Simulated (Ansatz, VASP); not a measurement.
## Two plane-wave programs on V

```
CELL_PARAMETERS angstrom
-1.49030 1.49030 1.55839
1.49030 -1.49030 1.55839
1.49030 1.49030 -1.55839
ATOMIC_POSITIONS crystal
V 0.00000 0.00000 0.00000
```

Change from the starting cell: strain -0.015 along x and y, +0.030 along z, atoms carried along.

Alike in both runs: task single point; functional PBE; k mesh 22 × 22 × 22; occupations gaussian, width 0.15 eV; no spin polarisation.

|  | VASP | Ansatz |
| --- | --- | --- |
| version | VASP 6.6.1 | Ansatz 0.2.0 |
| potentials or method | VASP PAW PBE potentials, release 64 (V_sv), cutoff 520 eV | scalar-relativistic, plane waves, PAW |
| valence electrons in the cell | 13 | 13 |

|  | VASP | Ansatz | Ansatz less VASP |
| --- | --- | --- | --- |
| gap on the k mesh at the Fermi level (eV) | none | none | - |
| pressure (GPa) | -4.5 | -4.7 | -0.21 |
| traceless stress, the component that is largest in VASP (GPa) | -3.40 | -3.41 | -0.007 |

A gap of «none» marks a metal or a gap that the smearing closes. With one functional, cell and mesh, what is left measures potentials, basis and numerics.
